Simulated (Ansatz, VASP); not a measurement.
## Te2Mo: VASP beside Ansatz

```
CELL_PARAMETERS angstrom
3.28613 0.00000 0.00000
0.00000 3.28613 0.00000
0.00000 0.00000 8.09527
ATOMIC_POSITIONS crystal
Te 0.00000 0.00000 0.70744
Te 0.00000 0.00000 0.29256
Mo 0.50000 0.50000 0.50000
```

Alike in both runs: functional PBE; k mesh 14 × 14 × 6; occupations gaussian, width 0.1 eV; no spin polarisation.

Ansatz relaxed the structure, and its values are those at the end. VASP's run is a single point on that final structure, the one shown.

```csv
,VASP,Ansatz
version,VASP 6.6.1,Ansatz 0.2.0
potentials or method,"VASP PAW PBE potentials, release 64 (Te, Mo_sv), cutoff 520 eV","scalar-relativistic, plane waves, PAW"
valence electrons in the cell,26,46
```

|  | VASP | Ansatz | Ansatz less VASP |
| --- | --- | --- | --- |
| gap on the k mesh at the Fermi level (eV) | none | none | - |
| pressure (GPa) | 0.0 | 0.0 | -0.01 |
| rms of the force components (eV/Å) | 0.007 | 0.001 | -0.0056 |

A gap of «none» marks a metal or a gap that the smearing closes. The functional is the same, so the differences come from potentials, cutoffs and numerics. VASP's potentials hold 26 valence electrons a cell and Ansatz's 46, so a difference there can come from the potentials and not from the codes.

Spin-orbit coupling is off throughout.
